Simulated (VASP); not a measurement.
Wanted: the native input for a VASP 6.6.1 run.

```yaml
Task: relaxation of cell and atoms
Functional: PBE
Potentials_or_basis: VASP PAW PBE potentials, release 64 (Na_pv, C)
Cutoff: 600 eV
k_mesh: 12 × 12 × 16
Occupations: gaussian, width 0.1 eV
Spin: no spin polarisation
Dipole_correction: no
Further_INCAR_settings: ALGO = Normal; EDIFF = 1e-06; IBRION = 2; EDIFFG = -0.01; NSW = 100; ISIF = 3
```

The structure of Na2C lies in POSCAR:

```
Na2C
1.0
    4.3204084007      0.0000000000      0.0000000000
   -2.1602042003      3.7415834297      0.0000000000
    0.0000000000      0.0000000000      2.7970790034
Na C
2 1
Direct
    0.3333333333      0.6666666667      0.5000000000
    0.6666666667      0.3333333333      0.5000000000
    0.0000000000      0.0000000000      0.0000000000
```

One way to write it, as run:

INCAR

```
PREC = Accurate
ENCUT = 600
EDIFF = 1E-6
ISMEAR = 0
SIGMA = 0.1
LREAL = False
LASPH = True
NELM = 80
ALGO = Normal
ISIF = 3
LWAVE = False
LCHARG = False
GGA = PE
IBRION = 2
NSW = 100
EDIFFG = -0.01
```

KPOINTS

```
regular mesh
0
Gamma
  12 12 16
```

Potentials or basis: VASP PAW PBE potentials, release 64 (Na_pv, C).

Run with:

```bash
$ cat potpaw_PBE.64/Na_pv/POTCAR potpaw_PBE.64/C/POTCAR > POTCAR
$ mpirun -np 1 vasp_std > vasp.out
```

It gave:

The relaxed volume is 15.05 Å³/atom and the relaxed cell is a = 4.355 Å, b = 4.355 Å, c = 2.749 Å, α = 90.00°, β = 90.00°, γ = 120.00°. The space group after relaxing (to 0.1 Å) is P6/mmm (No. 191), the energy gained by relaxing is 2.0 meV/atom and the ionic steps are 4. The pressure after relaxing is -0.1 GPa and the band gap on the k mesh is zero (bands 9 and 10 overlap by 1.53 eV).

It took 79 s on 1 thread of Intel(R) Xeon(R) 6975P-C (Granite Rapids), on a shared host, peak memory 0.25 GiB.
